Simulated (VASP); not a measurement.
# Ni (P6_3/mmc) in VASP: notebook

Runs on Ni. Level: PBEsol. Tasks: single point.

Everything below comes from runs of VASP 6.6.1. Logs are shortened: lines on timing, memory, paths and dates and some standing lists are left out, and cuts for length are marked.

## 1. The cell of the first run

Symmetry: P6_3/mmc, No. 194, hexagonal system. Conventional cell: a = 2.174 Å, b = 2.174 Å, c = 3.567 Å, α = 90.00°, β = 90.00°, γ = 120.00°. Ni (site symmetry -6m2) has 12 Ni at 2.17 to 2.18 Å within 2.9 Å.

This isn't the form of Ni at room conditions, which is fcc.

## 2. Single point, PBEsol, collinear spin, ferromagnetic start

File INCAR:

```
SYSTEM = Ni
ALGO = Normal ; EDIFF = 1E-6
ENCUT = 520 ; GGA = PS
ISIF = 2 ; ISMEAR = -1
ISPIN = 2 ; LASPH = .TRUE.
LCHARG = .FALSE. ; LMAXMIX = 4
LORBIT = 11 ; LREAL = .FALSE.
LWAVE = .FALSE. ; MAGMOM = 1 1
NBANDS = 21 ; NELM = 150
PREC = Accurate ; SIGMA = 0.1
```

File KPOINTS:

```
k-points
0
G
  18 18 10
  0 0 0
```

File POSCAR:

```
Ni
1.0
    2.1740079104      0.0000000000      0.0000000000
   -1.0870039552      1.8827460785      0.0000000000
    0.0000000000      0.0000000000      3.5669592850
Ni
2
Direct
    0.3333333333      0.6666666667      0.2500000000
    0.6666666667      0.3333333333      0.7500000000
```

Potentials or basis: VASP PAW PBE potentials, release 64 (Ni).

Started as:

```
$ cat potpaw_PBE.64/Ni/POTCAR > POTCAR
$ mpirun -np 1 vasp_std > vasp.out
```

OUTCAR:

```text
SYSTEM = Ni
   EDIFF = 1E-6
   ENCUT = 520
   GGA = PS
   ISIF = 2
   ISMEAR = -1
   ISPIN = 2
   LASPH = .TRUE.
   LORBIT = 11
   LREAL = .FALSE.
   NELM = 150
   PREC = Accurate

 ion  position               nearest neighbor table
   1  0.333  0.667  0.250-   2 2.18   2 2.18   2 2.18   2 2.18   2 2.18   2 2.18   2 3.08   2 3.08
                             2 3.08   2 3.08   2 3.08   2 3.08
   2  0.667  0.333  0.750-   1 2.18   1 2.18   1 2.18   1 2.18   1 2.18   1 2.18   1 3.08   1 3.08
                             1 3.08   1 3.08   1 3.08   1 3.08

  LATTYP: Found a hexagonal cell.
 ALAT       =     2.1740079104
 C/A-ratio  =     1.6407296717

  Lattice vectors:

 A1 = (   2.1740079104,   0.0000000000,   0.0000000000)
 A2 = (  -1.0870039552,   1.8827460785,   0.0000000000)
 A3 = (   0.0000000000,   0.0000000000,   3.5669592850)

Analysis of symmetry for initial positions (statically):
=====================================================================
 Subroutine PRICEL returns:
 Original cell was already a primitive cell.

 Routine SETGRP: Setting up the symmetry group for a
 hexagonal supercell.

 Subroutine GETGRP returns: Found 24 space group operations
 (whereof 12 operations were pure point group operations)
 out of a pool of 24 trial point group operations.

The static configuration has the point symmetry D_3d.
 The point group associated with its full space group is D_6h.

Analysis of symmetry for dynamics (positions and initial velocities):
=====================================================================
 Subroutine PRICEL returns:
 Original cell was already a primitive cell.

 Routine SETGRP: Setting up the symmetry group for a
 hexagonal supercell.

 Subroutine GETGRP returns: Found 24 space group operations
 (whereof 12 operations were pure point group operations)
 out of a pool of 24 trial point group operations.

The dynamic configuration has the point symmetry D_3d.
 The point group associated with its full space group is D_6h.

Analysis of structural, dynamic, and magnetic symmetry:
=====================================================================
 Subroutine PRICEL returns:
 Original cell was already a primitive cell.

 Routine SETGRP: Setting up the symmetry group for a
 hexagonal supercell.

 Subroutine GETGRP returns: Found 24 space group operations
 (whereof 12 operations were pure point group operations)
 out of a pool of 24 trial point group operations.

The overall configuration has the point symmetry D_3d.
 The point group associated with its full space group is D_6h.

 Subroutine INISYM returns: Found 24 space group operations
 (whereof 12 operations are pure point group operations),
 and found     1 'primitive' translations

----------------------------------------------------------------------------------------

                                     Primitive cell

  volume of cell :      14.5999

  direct lattice vectors                    reciprocal lattice vectors
     2.174007910  0.000000000  0.000000000     0.459979927  0.265569535  0.000000000
    -1.087003955  1.882746079  0.000000000     0.000000000  0.531139069  0.000000000
     0.000000000  0.000000000  3.566959285     0.000000000  0.000000000  0.280350831

  length of vectors
     2.174007910  2.174007910  3.566959285     0.531139069  0.531139069  0.280350831

  position of ions in fractional coordinates (direct lattice)
     0.333333333  0.666666667  0.250000000
     0.666666667  0.333333333  0.750000000

  ion indices of the primitive-cell ions
   primitive index   ion index
                 1           1
                 2           2

----------------------------------------------------------------------------------------

 KPOINTS: k-points

Automatic generation of k-mesh.
 Grid dimensions read from file:
 generate k-points for:   18   18   10

 Generating k-lattice:

  Cartesian coordinates                     Fractional coordinates (reciprocal lattice)
     0.025554440  0.014753863  0.000000000     0.055555556  0.000000000  0.000000000
     0.000000000  0.029507726  0.000000000     0.000000000  0.055555556  0.000000000
     0.000000000  0.000000000  0.028035083     0.000000000  0.000000000  0.100000000

  Length of vectors
     0.029507726  0.029507726  0.028035083

  Shift w.r.t. Gamma in fractional coordinates (k-lattice)
     0.000000000  0.000000000  0.000000000

 Subroutine IBZKPT returns following result:
 ===========================================

 Found    222 irreducible k-points:

 Following reciprocal coordinates:
            Coordinates               Weight
  0.000000  0.000000  0.000000      1.000000
  0.055556  0.000000  0.000000      6.000000
  0.111111  0.000000  0.000000      6.000000
  0.166667 -0.000000  0.000000      6.000000
  0.222222  0.000000  0.000000      6.000000
  0.277778  0.000000  0.000000      6.000000
[... 16 lines left out ...]
  0.333333  0.111111  0.000000     12.000000
  0.388889  0.111111  0.000000     12.000000
 [... further k-points ...]
   k-points           NKPTS =    222   k-points in BZ     NKDIM =    222   number of bands    NBANDS=     21
   number of dos      NEDOS =    301   number of ions     NIONS =      2
   total plane-waves  NPLWV =   7168
   dimension x,y,z NGX =    16 NGY =   16 NGZ =   28
   dimension x,y,z NGXF=    32 NGYF=   32 NGZF=   56
   ions per type =               2
   NGX,Y,Z   is equivalent  to a cutoff of  12.24, 12.24, 13.05 a.u.
   NGXF,Y,Z  is equivalent  to a cutoff of  24.47, 24.47, 26.10 a.u.
 SYSTEM =  Ni
   PREC   = accura    normal or accurate (medium, high low for compatibility)
   ISTART =      0    job   : 0-new  1-cont  2-samecut
   ICHARG =      2    charge: 1-file 2-atom 10-const
   ISPIN  =      2    spin polarized calculation?
   LNONCOLLINEAR =      F non collinear calculations
   LSORBIT =      F    spin-orbit coupling
   LASPH  =      T    aspherical Exc in radial PAW
   ENCUT  =  520.0 eV  38.22 Ry    6.18 a.u.   4.04  4.04  6.63*2*pi/ulx,y,z
   NELM   =    150;   NELMIN=  2; NELMDL= -5     # of ELM steps
   EDIFF  = 0.1E-05   stopping-criterion for ELM
   LREAL  =      F    real-space projection
   EDIFFG = 0.1E-04   stopping-criterion for IOM
   NSW    =      0    number of steps for IOM
   IBRION =     -1    ionic relax: 0-MD 1-quasi-New 2-CG
   NFREE  =      0    steps in history (QN), initial steepest desc. (CG)
   ISIF   =      2    stress and relaxation
   ISYM   =      2    0-nonsym 1-usesym 2-fastsym
   POTIM  = 0.5000    time-step for ionic-motion
   TEBEG  =    0.0;   TEEND  =   0.0 temperature during run
   PSTRESS=    0.0 pullay stress
   NELECT =      20.0000    total number of electrons
   NUPDOWN=      -1.0000    fix difference up-down
   EMIN   =  10.00;   EMAX   =-10.00  energy-range for DOS
   EFERMI =   0.00;   METHOD = LEGACY
   ISMEAR =    -1;   SIGMA  =   0.10  broadening in eV -4-tet -1-fermi 0-gaus
   EFERMI_NEDOS =   21; number of points for ismear=-14 and -15
   IALGO  =     38    algorithm
   IMIX   =      4    mixing-type and parameters
     AMIX     =   0.40;   BMIX     =  1.00
     AMIX_MAG =   1.60;   BMIX_MAG =  1.00
  volume/ion in A,a.u.               =       7.30        49.26
  Fermi-wavevector in a.u.,A,eV,Ry     =   1.818170  3.435843 44.977353  3.305742
  Thomas-Fermi vector in A             =   2.875220
   LORBIT       =     11    0 simple, 1 ext, 2 COOP (PROOUT), +10 PAW based schemes
   GGA     = PS    functional components
   LHFCALC =     F    Hartree Fock is set to
   AEXX    =    0.0000 exact exchange contribution
   IVDW    =     0    specifies the selected vdW correction
   LEPSILON=     F    determine dielectric tensor
   LRPA    =     F    only Hartree local field effects (RPA)
 spin polarized calculation
  energy-cutoff  :      520.00
  volume of cell :       14.60
 maximum number of plane-waves:       404
   NGX =  9   NGY =  9   NGZ = 13

 number of electron      20.0000019 magnetization       0.9715062

 Free energy of the ion-electron system (eV)
  ---------------------------------------------------
  ext. energy  EPLUGINS =         0.00000000
  ---------------------------------------------------
  free energy    TOTEN  =        -9.66712188 eV

  energy without entropy =       -9.57395103  energy(sigma->0) =       -9.62053646

 E-fermi :  16.2395     XC(G=0): -15.9817

 val. band max:       16.2378134829   @ k =   0.1667   0.0556   0.2000
 cond. band min:      16.2408963502   @ k =   0.2778   0.1111   0.2000
 fundamental gap:      0.0030828672
 Fermi energy:        16.2395370403

 spin component 1

 k-point     1 :       0.0000    0.0000    0.0000
  band No.  band energies     occupation
      1       4.0310      1.00000
      2       8.5907      1.00000
      3      12.4627      1.00000
      4      12.6060      1.00000
      5      12.6060      1.00000
      6      13.1237      1.00000
[... 13 lines left out ...]
     20      49.6957      0.00000
     21      53.4280      0.00000
[... 529 lines left out ...]
 k-point    24 :       0.3889    0.1111    0.0000
  band No.  band energies     occupation
      1       9.2589      1.00000
      2       9.5390      1.00000
      3       9.5549      1.00000
      4      11.9041      1.00000
      5      12.3219      1.00000
      6      12.6732      1.00000
[... 13 lines left out ...]
     20      49.0019      0.00000
     21      53.6322      0.00000

 [... further k-points ...]

 spin component 2

 k-point     1 :       0.0000    0.0000    0.0000
  band No.  band energies     occupation
      1       4.0577      1.00000
      2       8.8996      1.00000
      3      12.9878      1.00000
      4      13.1142      1.00000
      5      13.1143      1.00000
      6      13.6510      1.00000
[... 13 lines left out ...]
     20      49.8138      0.00000
     21      53.4393      0.00000
[... 529 lines left out ...]
 k-point    24 :       0.3889    0.1111    0.0000
  band No.  band energies     occupation
      1       9.5819      1.00000
      2       9.8618      1.00000
      3       9.9028      1.00000
      4      12.1735      1.00000
      5      12.7852      1.00000
      6      13.1157      1.00000
[... 13 lines left out ...]
     20      49.1586      0.00000
     21      53.6845      0.00000

 [... further k-points ...]
[... 5 lines left out ...]
  --------------------------------------------------------------------------------------
  -------------------------------------------------------------------------------------
  Total       17.2555992     17.2555992     17.2577972      0.0000000      0.0000000      0.0000000
  in kB     1893.6059232   1893.6059233   1893.8471278      0.0000000      0.0000000      0.0000000
  external PRESSURE =    1893.6863248 kB  Pullay stress =       0.0000000 kB

 VOLUME and BASIS-vectors are now :
 -----------------------------------------------------------------------------
  energy-cutoff  :      520.00
  volume of cell :       14.60
      direct lattice vectors                 reciprocal lattice vectors
     2.174007910  0.000000000  0.000000000     0.459979927  0.265569535  0.000000000
    -1.087003955  1.882746079  0.000000000     0.000000000  0.531139069  0.000000000
     0.000000000  0.000000000  3.566959285     0.000000000  0.000000000  0.280350831

 POSITION                                       TOTAL-FORCE (eV/Angst)
 -----------------------------------------------------------------------------------
     -0.00000      1.25516      0.89174        -0.000000      0.000000      0.000000
      1.08700      0.62758      2.67522         0.000000      0.000000      0.000000
 -----------------------------------------------------------------------------------
    total drift:                                0.000000     -0.000000     -0.000000

  FREE ENERGIE OF THE ION-ELECTRON SYSTEM (eV)
  ---------------------------------------------------
  free  energy   TOTEN  =        -9.6671218763 eV

  energy  without entropy=       -9.5739510349  energy(sigma->0) =       -9.62053646

 total charge

# of ion       s       p       d       tot
------------------------------------------
    1        0.723   0.991   8.679  10.393
    2        0.723   0.991   8.679  10.393
--------------------------------------------------
tot          1.446   1.982  17.358  20.786

 magnetization (x)

# of ion       s       p       d       tot
------------------------------------------
    1       -0.005  -0.022   0.493   0.466
    2       -0.005  -0.022   0.493   0.466
--------------------------------------------------
tot         -0.009  -0.044   0.986   0.932
```

Run time: 50 s. Hardware: 1 thread of AMD EPYC 9R45 (Zen 5), shared host; peak memory 0.17 GiB.

What came out:

| Property | Result |
| --- | --- |
| Free energy | -9.6671 eV |
| Pressure | 189.4 GPa |
| Net moment | 0.97 μB per cell |
| Site moments | Ni +0.47 μB |

Levels at points of the mesh, in eV from the Fermi level:
Spin up:
```tsv
k point	band 7	band 8	band 9	band 10	band 11	band 12	band 13	band 14
(0.00, 0.00, 0.00)	-3.12	-2.37	-2.37	-1.16	-0.65	-0.65	9.18	25.81
(0.50, 0.00, 0.00)	-3.04	-0.40	-0.29	-0.17	2.02	4.91	12.41	13.62
(0.00, 0.00, 0.50)	-3.70	-3.70	-1.15	-1.15	-1.15	-1.15	18.90	18.90
(0.50, 0.00, 0.50)	-1.30	-1.30	-0.26	-0.26	1.82	1.82	10.48	10.48
```
Spin down:
```tsv
k point	band 7	band 8	band 9	band 10	band 11	band 12	band 13	band 14
(0.00, 0.00, 0.00)	-2.59	-1.85	-1.85	-1.14	-0.08	-0.08	9.54	25.77
(0.50, 0.00, 0.00)	-2.54	0.20	0.29	0.44	2.44	5.23	12.58	13.78
(0.00, 0.00, 0.50)	-3.20	-3.20	-0.59	-0.59	-0.59	-0.59	19.07	19.07
(0.50, 0.00, 0.50)	-0.88	-0.88	0.34	0.34	2.05	2.05	10.79	10.79
```

Caveat: the cell stands under pressure; the PAW data sets were made with another functional, which shifts forces and pressure a little.

(Part 1 of 2 ends here.)
